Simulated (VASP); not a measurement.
Crystal: YN.

```
Y N
1.0
     0.00000    2.43850    2.43850
     2.43850    0.00000    2.43850
     2.43850    2.43850    0.00000
Y N
1 1
Direct
  0.00000 0.00000 0.00000
  0.50000 0.50000 0.50000
```

Base run:

- Program: VASP 6.6.1
- Functional: PBE
- Potentials or basis: VASP PAW PBE potentials, release 64 (Y_sv, N)
- Cutoff: 600 eV
- k mesh: 9 × 9 × 9
- Occupations: fermi-dirac, width 0.03 eV
- Spin: no spin polarisation

Its results: band gap on the k mesh 0.24 eV, indirect (least direct gap 0.64 eV); pressure 2.7 GPa.

The run is repeated on the same cell with these changes: functional from PBE to PBEsol. What comes out?

Band gap on the k mesh 0.15 eV, indirect (least direct gap 0.56 eV); pressure -2.3 GPa.

PBEsol binds more tightly than PBE, so the same cell stands under less pressure.

Caveats: the PAW data sets were made with another functional, which shifts forces and pressure a little (some runs).

A k mesh can miss the band edges.
